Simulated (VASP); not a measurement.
Input of a VASP 6.6.1 run:

The input INCAR:

```
PREC     = Accurate       # precision mode
ENCUT    = 520            # plane-wave cutoff, eV
EDIFF    = 1E-8           # SCF threshold, eV
ISMEAR   = -1             # smearing method
SIGMA    = 0.05           # smearing width, eV
LREAL    = False          # projectors in reciprocal space
LASPH    = True           # aspherical terms in the spheres
NELM     = 100            # most SCF steps
ALGO     = Normal         # electronic algorithm
ISIF     = 2              # what is computed and relaxed
LWAVE    = False          # write WAVECAR
LCHARG   = False          # write CHGCAR
GGA      = PS             # functional
LEFG     = True         
NBANDS   = 13             # bands
```

KPOINTS

```
Automatic mesh
0
Gamma
  14 14 14
```

Contents of POSCAR:

```
W
1.0
    0.0203000000      2.0401500000      2.0401500000
    2.0401500000      0.0203000000      2.0401500000
    2.0401500000      2.0401500000      0.0203000000
W
1
Direct
    0.0000000000      0.0000000000      0.0000000000
```

Potentials or basis: VASP PAW PBE potentials, release 64 (W_sv).

The run is started by

```sh
$ cat potpaw_PBE.64/W_sv/POTCAR > POTCAR
$ mpirun -np 1 vasp_std > vasp.out
```

**Question.** What does it give for the band gap on the k mesh?

**Answer.** Zero (bands 7 and 8 overlap by 3.42 eV).

**Question.** What does it give for the pressure?

**Answer.** -12.1 GPa.

Electric field gradients, principal values (V/Å²):
```csv
atom,least,middle,greatest (by size)
1 W,-3.339,-3.339,6.678
```

Caveat: the cell differs from its parent crystal (equal xy, yz and zx shear strains of +1 %); the cell stands under tension; without QUAD_EFG the Cq values of the log hold for a quadrupole moment of 1 mb, not for the nuclei; the PAW data sets were made with another functional, which shifts forces and pressure a little; spin-orbit coupling is left out, which moves the levels of the heavy elements.
